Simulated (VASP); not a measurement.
# Sr (P6_3/mmc) in VASP: notebook

The runs below take Sr through single point, with r2SCAN.

All numbers are computed with VASP 6.6.1; they aren't measurements. Logs are shortened: lines on timing, memory, paths and dates and some standing lists are left out, and cuts for length are marked.

### 1 The cell of the first run

Symmetry: P6_3/mmc, No. 194, hexagonal system. The conventional cell has a = 4.310 Å, b = 4.310 Å, c = 7.050 Å, α = 90.00°, β = 90.00°, γ = 120.00°. Sr (site symmetry -6m2) has 12 Sr at 4.31 Å within 5.7 Å.

### 2 Single point, r2SCAN

POSCAR reads:

```
Sr
1.0
    4.3100000000      0.0000000000      0.0000000000
   -2.1550000000      3.7325690000      0.0000000000
    0.0000000000      0.0000000000      7.0500000000
Sr
2
Direct
    0.3333333333      0.6666666667      0.2500000000
    0.6666666667      0.3333333333      0.7500000000
```

INCAR.step1 reads:

```
ALGO     = Normal         # electronic algorithm
EDIFF    = 1E-4           # SCF threshold, eV
ENCUT    = 520            # plane-wave cutoff, eV
GGA      = PE             # functional
ISMEAR   = 1              # smearing method
LASPH    = T              # aspherical terms in the spheres
LCHARG   = F              # write CHGCAR
LREAL    = F              # projectors in reciprocal space
LWAVE    = T              # write WAVECAR
NBANDS   = 17             # bands
NELM     = 60             # most SCF steps
PREC     = Accurate       # precision mode
SIGMA    = 0.1            # smearing width, eV
```

INCAR.step2 reads:

```
ALGO     = Normal         # electronic algorithm
EDIFF    = 1E-6           # SCF threshold, eV
ENCUT    = 520            # plane-wave cutoff, eV
ISIF     = 2              # what is computed and relaxed
ISMEAR   = 1              # smearing method
ISTART   = 1            
LASPH    = T              # aspherical terms in the spheres
LCHARG   = F              # write CHGCAR
LMIXTAU  = T            
LREAL    = F              # projectors in reciprocal space
LWAVE    = F              # write WAVECAR
METAGGA  = R2SCAN         # meta-GGA
NBANDS   = 17             # bands
NELM     = 60             # most SCF steps
PREC     = Accurate       # precision mode
SIGMA    = 0.1            # smearing width, eV
```

KPOINTS reads:

```
k-points
0
Gamma
  2 2 1
```

Potentials or basis: VASP PAW PBE potentials, release 64 (Sr_sv).

On the command line:

```console
$ cat potpaw_PBE.64/Sr_sv/POTCAR > POTCAR
$ cp INCAR.step1 INCAR
$ mpirun -np 1 vasp_std > vasp.out
$ cp INCAR.step2 INCAR
$ mpirun -np 1 vasp_std > vasp.out
```

OUTCAR:

```text
EDIFF = 1E-6
   ENCUT = 520
   ISIF = 2
   ISMEAR = 1
   ISTART = 1
   LASPH = T
   LREAL = F
   METAGGA = R2SCAN
   NELM = 60
   PREC = Accurate

 ion  position               nearest neighbor table
   1  0.333  0.667  0.250-   2 4.31   2 4.31   2 4.31   2 4.31   2 4.31   2 4.31
   2  0.667  0.333  0.750-   1 4.31   1 4.31   1 4.31   1 4.31   1 4.31   1 4.31

  LATTYP: Found a hexagonal cell.
 ALAT       =     4.3100000000
 C/A-ratio  =     1.6357308585

  Lattice vectors:

 A1 = (   4.3100000000,   0.0000000000,   0.0000000000)
 A2 = (  -2.1550000000,   3.7325690000,   0.0000000000)
 A3 = (   0.0000000000,   0.0000000000,   7.0500000000)

Analysis of symmetry for initial positions (statically):
=====================================================================
 Subroutine PRICEL returns:
 Original cell was already a primitive cell.

 Routine SETGRP: Setting up the symmetry group for a
 hexagonal supercell.

 Subroutine GETGRP returns: Found 24 space group operations
 (whereof 12 operations were pure point group operations)
 out of a pool of 24 trial point group operations.

The static configuration has the point symmetry D_3d.
 The point group associated with its full space group is D_6h.

Analysis of symmetry for dynamics (positions and initial velocities):
=====================================================================
 Subroutine PRICEL returns:
 Original cell was already a primitive cell.

 Routine SETGRP: Setting up the symmetry group for a
 hexagonal supercell.

 Subroutine GETGRP returns: Found 24 space group operations
 (whereof 12 operations were pure point group operations)
 out of a pool of 24 trial point group operations.

The dynamic configuration has the point symmetry D_3d.
 The point group associated with its full space group is D_6h.

 Subroutine INISYM returns: Found 24 space group operations
 (whereof 12 operations are pure point group operations),
 and found     1 'primitive' translations

----------------------------------------------------------------------------------------

                                     Primitive cell

  volume of cell :     113.4160

  direct lattice vectors                    reciprocal lattice vectors
     4.310000000  0.000000000  0.000000000     0.232018561  0.133955997  0.000000000
    -2.155000000  3.732569000  0.000000000     0.000000000  0.267911993  0.000000000
     0.000000000  0.000000000  7.050000000     0.000000000  0.000000000  0.141843972

  length of vectors
     4.310000000  4.309999575  7.050000000     0.267911967  0.267911993  0.141843972

  position of ions in fractional coordinates (direct lattice)
     0.333333333  0.666666667  0.250000000
     0.666666667  0.333333333  0.750000000

  ion indices of the primitive-cell ions
   primitive index   ion index
                 1           1
                 2           2

----------------------------------------------------------------------------------------

 KPOINTS: k-points

Automatic generation of k-mesh.
 Grid dimensions read from file:
 generate k-points for:    2    2    1

 Generating k-lattice:

  Cartesian coordinates                     Fractional coordinates (reciprocal lattice)
     0.116009281  0.066977998  0.000000000     0.500000000  0.000000000  0.000000000
     0.000000000  0.133955997  0.000000000     0.000000000  0.500000000  0.000000000
     0.000000000  0.000000000  0.141843972     0.000000000  0.000000000  1.000000000

  Length of vectors
     0.133955983  0.133955997  0.141843972

  Shift w.r.t. Gamma in fractional coordinates (k-lattice)
     0.000000000  0.000000000  0.000000000

 Subroutine IBZKPT returns following result:
 ===========================================

 Found      2 irreducible k-points:

 Following reciprocal coordinates:
            Coordinates               Weight
  0.000000  0.000000  0.000000      1.000000
  0.500000 -0.000000  0.000000      3.000000
   k-points           NKPTS =      2   k-points in BZ     NKDIM =      2   number of bands    NBANDS=     17
   number of dos      NEDOS =    301   number of ions     NIONS =      2
   total plane-waves  NPLWV =  55296
   dimension x,y,z NGX =    32 NGY =   32 NGZ =   54
   dimension x,y,z NGXF=    64 NGYF=   64 NGZF=  108
   ions per type =               2
   NGX,Y,Z   is equivalent  to a cutoff of  12.34, 12.34, 12.73 a.u.
   NGXF,Y,Z  is equivalent  to a cutoff of  24.69, 24.69, 25.47 a.u.
 SYSTEM =  unknown system
   PREC   = accura    normal or accurate (medium, high low for compatibility)
   ISTART =      1    job   : 0-new  1-cont  2-samecut
   ICHARG =      0    charge: 1-file 2-atom 10-const
   ISPIN  =      1    spin polarized calculation?
   LNONCOLLINEAR =      F non collinear calculations
   LSORBIT =      F    spin-orbit coupling
   LASPH  =      T    aspherical Exc in radial PAW
   ENCUT  =  520.0 eV  38.22 Ry    6.18 a.u.   8.01  8.01 13.11*2*pi/ulx,y,z
   NELM   =     60;   NELMIN=  2; NELMDL=  0     # of ELM steps
   EDIFF  = 0.1E-05   stopping-criterion for ELM
   LREAL  =      F    real-space projection
   EDIFFG = 0.1E-04   stopping-criterion for IOM
   NSW    =      0    number of steps for IOM
   IBRION =     -1    ionic relax: 0-MD 1-quasi-New 2-CG
   NFREE  =      0    steps in history (QN), initial steepest desc. (CG)
   ISIF   =      2    stress and relaxation
   ISYM   =      2    0-nonsym 1-usesym 2-fastsym
   POTIM  = 0.5000    time-step for ionic-motion
   TEBEG  =    0.0;   TEEND  =   0.0 temperature during run
   PSTRESS=    0.0 pullay stress
   NELECT =      20.0000    total number of electrons
   NUPDOWN=      -1.0000    fix difference up-down
   EMIN   =  10.00;   EMAX   =-10.00  energy-range for DOS
   EFERMI =   0.00;   METHOD = LEGACY
   ISMEAR =     1;   SIGMA  =   0.10  broadening in eV -4-tet -1-fermi 0-gaus
   EFERMI_NEDOS =   21; number of points for ismear=-14 and -15
   IALGO  =     38    algorithm
   IMIX   =      4    mixing-type and parameters
     AMIX     =   0.40;   BMIX     =  1.00
     AMIX_MAG =   1.60;   BMIX_MAG =  1.00
  volume/ion in A,a.u.               =      56.71       382.68
  Fermi-wavevector in a.u.,A,eV,Ry     =   0.918037  1.734838 11.466875  0.842792
  Thomas-Fermi vector in A             =   2.043073
   LORBIT       =      0    0 simple, 1 ext, 2 COOP (PROOUT), +10 PAW based schemes
   METAGGA = R2SCAN    functional components
   LHFCALC =     F    Hartree Fock is set to
   AEXX    =    0.0000 exact exchange contribution
   IVDW    =     0    specifies the selected vdW correction
   LEPSILON=     F    determine dielectric tensor
   LRPA    =     F    only Hartree local field effects (RPA)
 non-spin polarized calculation
 Methfessel and Paxton  Order N= 1 SIGMA  =   0.10
  energy-cutoff  :      520.00
  volume of cell :      113.42
 maximum number of plane-waves:      3050
   NGX = 17   NGY = 17   NGZ = 27

 number of electron      20.0000000 magnetization

 Free energy of the ion-electron system (eV)
  ---------------------------------------------------
  ext. energy  EPLUGINS =         0.00000000
  ---------------------------------------------------
  free energy    TOTEN  =       -30.05302758 eV

  energy without entropy =      -30.05737601  energy(sigma->0) =      -30.05447705

 E-fermi :   0.9853     XC(G=0):  -7.6836

 val. band max:        0.9010817146   @ k =   0.5000  -0.0000   0.0000
 cond. band min:       1.4233476800   @ k =   0.0000   0.0000   0.0000
 fundamental gap:      0.5222659654
 Fermi energy:         0.9852699371

 k-point     1 :       0.0000    0.0000    0.0000
  band No.  band energies     occupation
      1     -36.5671      2.00000
      2     -36.5542      2.00000
      3     -18.0910      2.00000
      4     -17.9121      2.00000
      5     -17.8132      2.00000
      6     -17.8132      2.00000
[... 9 lines left out ...]
     16       4.5725      0.00000
     17       5.1089      0.00000

 k-point     2 :       0.5000   -0.0000    0.0000
  band No.  band energies     occupation
      1     -36.5539      2.00000
      2     -36.5497      2.00000
      3     -18.0112      2.00000
      4     -17.9569      2.00000
      5     -17.9535      2.00000
      6     -17.9285      2.00000
[... 9 lines left out ...]
     16       6.0849      0.00000
     17       6.7817      0.00000

------------------------ aborting loop because EDIFF is reached ----------------------------------------

  FORCE on cell =-STRESS in cart. coord.  units (eV):
  Direction    XX          YY          ZZ          XY          YZ          ZX
  --------------------------------------------------------------------------------------
  -------------------------------------------------------------------------------------
  Total        1.6383332      1.6383328     -2.9477601     -0.0000000      0.0000000      0.0000000
  in kB       23.1440086     23.1440025    -41.6417028     -0.0000000      0.0000000      0.0000000
  external PRESSURE =       1.5487694 kB  Pullay stress =       0.0000000 kB

 VOLUME and BASIS-vectors are now :
 -----------------------------------------------------------------------------
  energy-cutoff  :      520.00
  volume of cell :      113.42
      direct lattice vectors                 reciprocal lattice vectors
     4.310000000  0.000000000  0.000000000     0.232018561  0.133955997  0.000000000
    -2.155000000  3.732569000  0.000000000     0.000000000  0.267911993  0.000000000
     0.000000000  0.000000000  7.050000000     0.000000000  0.000000000  0.141843972

 POSITION                                       TOTAL-FORCE (eV/Angst)
 -----------------------------------------------------------------------------------
     -0.00000      2.48838      1.76250         0.000000      0.000000      0.000000
      2.15500      1.24419      5.28750        -0.000000     -0.000000      0.000000
 -----------------------------------------------------------------------------------
    total drift:                                0.000000     -0.000000      0.000000

  FREE ENERGIE OF THE ION-ELECTRON SYSTEM (eV)
  ---------------------------------------------------
  free  energy   TOTEN  =       -30.0530275781 eV

  energy  without entropy=      -30.0573760086  energy(sigma->0) =      -30.05447705
```

Wall time 36 s (1 thread of Intel Xeon Platinum 8488C (Sapphire Rapids), shared host); peak memory 0.23 GiB.

The run converged, but its numbers aren't listed here, since they failed a check.

Caveat: the k points lie up to 0.89 Å⁻¹ apart; the mesh shows a gap though the element is a metal; the PAW data sets were made with another functional, which shifts forces and pressure a little.

### 3 Single point, r2SCAN

POSCAR is that of step 2.

INCAR.step1 reads:

```
  PREC = Accurate
  ENCUT = 520
  ISMEAR = 1
  SIGMA = 0.1
  LREAL = False
  LASPH = True
  NELM = 80
  NBANDS = 17
  GGA = PE
  ALGO = Normal
  EDIFF = 1E-4
  LWAVE = True
  LCHARG = False
```

INCAR.step2 reads:

```
  PREC = Accurate
  ENCUT = 520
  EDIFF = 1E-6
  ISMEAR = 1
  SIGMA = 0.1
  LREAL = False
  LASPH = True
  NELM = 80
  ALGO = Normal
  ISIF = 2
  LWAVE = False
  LCHARG = False
  METAGGA = R2SCAN
  LMIXTAU = True
  NBANDS = 17
  ISTART = 1
```

KPOINTS reads:

```
Automatic mesh
0
Gamma
  3 3 2
```

Potentials or basis: VASP PAW PBE potentials, release 64 (Sr_sv).

On the command line:

```console
$ cat potpaw_PBE.64/Sr_sv/POTCAR > POTCAR
$ cp INCAR.step1 INCAR
$ mpirun -np 1 vasp_std > vasp.out
$ cp INCAR.step2 INCAR
$ mpirun -np 1 vasp_std > vasp.out
```

Wall time 43 s (1 thread of Intel Xeon Platinum 8488C (Sapphire Rapids), shared host); peak memory 0.23 GiB.

The run converged. Its results:

```yaml
Free_energy: -29.9568 eV
Pressure: 0.2 GPa
Band_gap_on_the_k_mesh: zero (band 10 reaches 1.64 eV, above the bottom of band 11 at 1.36 eV)
```

Stress tensor (GPa, compression positive):
```
-0.37  0.00  0.00
 0.00 -0.37  0.00
 0.00  0.00  1.32
```

Levels at points of the mesh, in eV from the Fermi level:
```
           k point  band 8  band 9  band 10  band 11  band 12  band 13
(0.00, 0.00, 0.00)  -19.40   -3.86    -1.14    -0.17     2.50     2.50
(0.00, 0.00, 0.50)  -19.47   -2.90    -2.90     1.37     1.37     2.50
```

Caveat: the k points lie up to 0.56 Å⁻¹ apart; the PAW data sets were made with another functional, which shifts forces and pressure a little.

### 4 Single point, r2SCAN

POSCAR is that of step 3.

INCAR.step1 reads:

```
ALGO     = Normal         # electronic algorithm
EDIFF    = 1E-4           # SCF threshold, eV
ENCUT    = 520            # plane-wave cutoff, eV
GGA      = PE             # functional
ISMEAR   = 1              # smearing method
LASPH    = True           # aspherical terms in the spheres
LCHARG   = False          # write CHGCAR
LREAL    = False          # projectors in reciprocal space
LWAVE    = True           # write WAVECAR
NBANDS   = 17             # bands
NELM     = 100            # most SCF steps
PREC     = Accurate       # precision mode
SIGMA    = 0.1            # smearing width, eV
```

INCAR.step2 reads:

```
ALGO     = Normal         # electronic algorithm
EDIFF    = 1E-7           # SCF threshold, eV
ENCUT    = 520            # plane-wave cutoff, eV
ISIF     = 2              # what is computed and relaxed
ISMEAR   = 1              # smearing method
ISTART   = 1            
LASPH    = True           # aspherical terms in the spheres
LCHARG   = False          # write CHGCAR
LMIXTAU  = True         
LREAL    = False          # projectors in reciprocal space
LWAVE    = False          # write WAVECAR
METAGGA  = R2SCAN         # meta-GGA
NBANDS   = 17             # bands
NELM     = 100            # most SCF steps
PREC     = Accurate       # precision mode
SIGMA    = 0.1            # smearing width, eV
```

KPOINTS reads:

```
k-points
0
Gamma
  4 4 2
```

Potentials or basis: VASP PAW PBE potentials, release 64 (Sr_sv).

On the command line:

```console
$ cat potpaw_PBE.64/Sr_sv/POTCAR > POTCAR
$ cp INCAR.step1 INCAR
$ mpirun -np 1 vasp_std > vasp.out
$ cp INCAR.step2 INCAR
$ mpirun -np 1 vasp_std > vasp.out
```

OUTCAR:

```text
EDIFF = 1E-7
   ENCUT = 520
   ISIF = 2
   ISMEAR = 1
   ISTART = 1
   LASPH = True
   LREAL = False
   METAGGA = R2SCAN
   NELM = 100
   PREC = Accurate

 ion  position               nearest neighbor table
   1  0.333  0.667  0.250-   2 4.31   2 4.31   2 4.31   2 4.31   2 4.31   2 4.31
   2  0.667  0.333  0.750-   1 4.31   1 4.31   1 4.31   1 4.31   1 4.31   1 4.31

  LATTYP: Found a hexagonal cell.
 ALAT       =     4.3100000000
 C/A-ratio  =     1.6357308585

  Lattice vectors:

 A1 = (   4.3100000000,   0.0000000000,   0.0000000000)
 A2 = (  -2.1550000000,   3.7325690000,   0.0000000000)
 A3 = (   0.0000000000,   0.0000000000,   7.0500000000)

Analysis of symmetry for initial positions (statically):
=====================================================================
 Subroutine PRICEL returns:
 Original cell was already a primitive cell.

 Routine SETGRP: Setting up the symmetry group for a
 hexagonal supercell.

 Subroutine GETGRP returns: Found 24 space group operations
 (whereof 12 operations were pure point group operations)
 out of a pool of 24 trial point group operations.

The static configuration has the point symmetry D_3d.
[... 145 lines left out ...]

 E-fermi :   1.5089     XC(G=0):  -7.7018

 val. band max:        1.4599609639   @ k =   0.2500  -0.0000   0.0000
 cond. band min:       1.6605734840   @ k =   0.5000  -0.0000   0.0000
 fundamental gap:      0.2006125202
 Fermi energy:         1.5088507838

 k-point     1 :       0.0000    0.0000    0.0000
  band No.  band energies     occupation
      1     -36.5734      2.00000
      2     -36.5603      2.00000
      3     -18.0071      2.00000
      4     -17.8662      2.00000
      5     -17.8662      2.00000
      6     -17.8415      2.00000
[... 137 lines left out ...]
      4     -17.9898      2.00000
      5     -17.9228      2.00000
      6     -17.9228      2.00000
[... 9 lines left out ...]
     16       4.5039      0.00000
     17       6.1001      0.00000

------------------------ aborting loop because EDIFF is reached ----------------------------------------

  FORCE on cell =-STRESS in cart. coord.  units (eV):
  Direction    XX          YY          ZZ          XY          YZ          ZX
  --------------------------------------------------------------------------------------
  -------------------------------------------------------------------------------------
  Total       -0.2605980     -0.2605979      1.0390584      0.0000000      0.0000000     -0.0000000
  in kB       -3.6813524     -3.6813514     14.6783188      0.0000000      0.0000000     -0.0000000
  external PRESSURE =       2.4385383 kB  Pullay stress =       0.0000000 kB

 VOLUME and BASIS-vectors are now :
 -----------------------------------------------------------------------------
  energy-cutoff  :      520.00
  volume of cell :      113.42
      direct lattice vectors                 reciprocal lattice vectors
     4.310000000  0.000000000  0.000000000     0.232018561  0.133955997  0.000000000
    -2.155000000  3.732569000  0.000000000     0.000000000  0.267911993  0.000000000
     0.000000000  0.000000000  7.050000000     0.000000000  0.000000000  0.141843972

 POSITION                                       TOTAL-FORCE (eV/Angst)
 -----------------------------------------------------------------------------------
     -0.00000      2.48838      1.76250        -0.000000      0.000000      0.000000
      2.15500      1.24419      5.28750         0.000000     -0.000000      0.000000
 -----------------------------------------------------------------------------------
    total drift:                                0.000000     -0.000000      0.000000

  FREE ENERGIE OF THE ION-ELECTRON SYSTEM (eV)
  ---------------------------------------------------
  free  energy   TOTEN  =       -30.2018440732 eV

  energy  without entropy=      -30.2027147316  energy(sigma->0) =      -30.20213429
```

OSZICAR.step1:

```text
N       E                     dE             d eps       ncg     rms          rms(c)
DAV:   1     0.109170621278E+03    0.10917E+03   -0.90948E+03   272   0.964E+02
DAV:   2     0.509351416865E+01   -0.10408E+03   -0.10277E+03   370   0.237E+02
DAV:   3    -0.313233105293E+01   -0.82258E+01   -0.82054E+01   483   0.466E+01
DAV:   4    -0.326381852518E+01   -0.13149E+00   -0.13146E+00   375   0.580E+00
DAV:   5    -0.326749380402E+01   -0.36753E-02   -0.36746E-02   445   0.698E-01    0.163E+01
DAV:   6    -0.327127651849E+01   -0.37827E-02   -0.13526E-02   359   0.120E+00    0.925E+00
DAV:   7    -0.327415269915E+01   -0.28762E-02   -0.23842E-02   291   0.158E+00    0.433E-01
DAV:   8    -0.327428023593E+01   -0.12754E-03   -0.35378E-03   436   0.286E-01    0.143E-01
DAV:   9    -0.327433461502E+01   -0.54379E-04   -0.13157E-04   268   0.594E-02
   1 F= -.32743346E+01 E0= -.32750906E+01  d E =0.226783E-02
```

It took 55 s on 1 thread of Intel Xeon Platinum 8488C (Sapphire Rapids), shared host; peak memory 0.24 GiB.

What came out:

| Quantity | Value |
| --- | --- |
| Free energy | -30.2018 eV |
| Pressure | 0.2 GPa |
| Band gap on the k mesh | zero (band 10 reaches 1.75 eV, above the bottom of band 11 at 1.41 eV) |

Levels at points of the mesh, in eV from the Fermi level:
```csv
k point,band 7,band 8,band 9,band 10,band 11,band 12,band 13,band 14
"(0.00, 0.00, 0.00)",-19.35,-19.33,-3.81,-1.07,-0.09,2.59,2.59,2.60
"(0.50, 0.00, 0.00)",-19.38,-19.38,-1.10,-0.62,0.15,0.34,1.42,2.03
"(0.00, 0.00, 0.50)",-19.36,-19.36,-2.84,-2.84,1.44,1.44,2.60,2.60
"(0.50, 0.00, 0.50)",-19.38,-19.38,-0.75,-0.75,0.17,0.17,1.52,1.52
```

Caveat: the k points lie up to 0.45 Å⁻¹ apart; the PAW data sets were made with another functional, which shifts forces and pressure a little.
